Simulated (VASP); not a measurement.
Set up this calculation in VASP 6.6.1, as the native input.

* Task: single point
* Functional: r2SCAN
* Potentials or basis: VASP PAW PBE potentials, release 64 (Si, W_sv)
* Cutoff: 520 eV
* k mesh: 18 × 18 × 18
* Occupations: gaussian, width 0.1 eV
* Spin: no spin polarisation
* Dipole correction: no
* Further INCAR settings: ALGO = Normal; EDIFF = 1e-07; NBANDS = 18

Si2W:

```
CELL_PARAMETERS angstrom
-1.60565 1.60565 3.90231
1.60565 -1.60565 3.90231
1.60565 1.60565 -3.90231
ATOMIC_POSITIONS crystal
Si 0.33482 0.33482 0.00000
Si 0.66518 0.66518 0.00000
W 0.00000 0.00000 0.00000
```

One way to write it, as run:

POSCAR

```
Si2W
1.0
   -1.6056465512      1.6056465512      3.9023080983
    1.6056465512     -1.6056465512      3.9023080983
    1.6056465512      1.6056465512     -3.9023080983
Si W
2 1
Direct
    0.3348248948      0.3348248948      0.0000000000
    0.6651751052      0.6651751052      0.0000000000
    0.0000000000      0.0000000000      0.0000000000
```

INCAR.step1

```
SYSTEM = Si2W
PREC = Accurate
ENCUT = 520
ISMEAR = 0
SIGMA = 0.1
LREAL = .FALSE.
LASPH = .TRUE.
NELM = 100
NBANDS = 18
GGA = PE
ALGO = Normal
EDIFF = 1E-4
LWAVE = .TRUE.
LCHARG = .FALSE.
```

INCAR.step2

```
SYSTEM = Si2W
PREC = Accurate
ENCUT = 520
EDIFF = 1E-7
ISMEAR = 0
SIGMA = 0.1
LREAL = .FALSE.
LASPH = .TRUE.
NELM = 100
ALGO = Normal
ISIF = 2
LWAVE = .FALSE.
LCHARG = .TRUE.
METAGGA = R2SCAN
LMIXTAU = .TRUE.
LELF = .TRUE.
LVHAR = .TRUE.
NBANDS = 18
ISTART = 1
```

KPOINTS

```
Automatic mesh
0
G
  18 18 18
  0 0 0
```

Potentials or basis: VASP PAW PBE potentials, release 64 (Si, W_sv).

Launch:

```console
$ cat potpaw_PBE.64/Si/POTCAR potpaw_PBE.64/W_sv/POTCAR > POTCAR
$ cp INCAR.step1 INCAR
$ mpirun -np 1 vasp_std > vasp.out
$ cp INCAR.step2 INCAR
$ mpirun -np 1 vasp_std > vasp.out
```

Results of the run:

```yaml
Pressure: 0.3 GPa
Largest_force: 0.009 eV/Å
Band_gap_on_the_k_mesh: zero (band 11 reaches 12.72 eV, above the bottom of band 12 at 11.42 eV)
```

Caveat: the PAW data sets were made with another functional, which shifts forces and pressure a little; spin-orbit coupling is left out, which moves the levels of the heavy elements.

Run time: 23 min on 1 thread of Intel Xeon 6975P-C, with other jobs on the host, peak memory 0.47 GiB.
